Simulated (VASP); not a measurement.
Write the native input for VASP 6.6.1 that does the following.

- Task: relaxation of cell and atoms
- Functional: PBE
- Potentials or basis: VASP PAW PBE potentials, release 64 (C)
- Cutoff: 600 eV
- k mesh: 25 × 25 × 25
- Occupations: fermi-dirac, width 0.1 eV
- Spin: no spin polarisation
- Dipole correction: no
- Further INCAR settings: ALGO = Normal; EDIFF = 1e-06; IBRION = 2; EDIFFG = -0.005; NSW = 60; ISIF = 3

The structure of C lies in POSCAR:

```
C
1.0
   -1.1756673439      1.1756673439      1.1756673439
    1.1756673439     -1.1756673439      1.1756673439
    1.1756673439      1.1756673439     -1.1756673439
C
1
Direct
    0.0000000000      0.0000000000      0.0000000000
```

The input as run:

INCAR

```
PREC = Accurate
ENCUT = 600
EDIFF = 1E-6
ISMEAR = -1
SIGMA = 0.1
LREAL = False
LASPH = True
NELM = 80
ALGO = Normal
ISIF = 3
LWAVE = False
LCHARG = False
GGA = PE
IBRION = 2
NSW = 60
EDIFFG = -0.005
```

KPOINTS

```
regular mesh
0
Gamma
  25 25 25
```

Potentials or basis: VASP PAW PBE potentials, release 64 (C).

Run with:

```sh
$ cat potpaw_PBE.64/C/POTCAR > POTCAR
$ mpirun -np 1 vasp_std > vasp.out
```

Results of the run:

The relaxed volume is 6.69 Å³/atom and the relaxed cell is a = 2.056 Å, b = 2.056 Å, c = 2.056 Å, α = 109.47°, β = 109.47°, γ = 109.47°. The space group after relaxing (to 0.05 Å) is Im-3m (No. 229), the energy gained by relaxing is 3.1 meV/atom and the ionic steps are 3. The pressure after relaxing is 0.0 GPa and the band gap on the k mesh is zero (band 2 reaches 17.54 eV, above the bottom of band 3 at 3.53 eV).

It took 23 s on 1 thread of Intel Xeon 8259CL, on a shared host, peak memory 0.13 GiB.
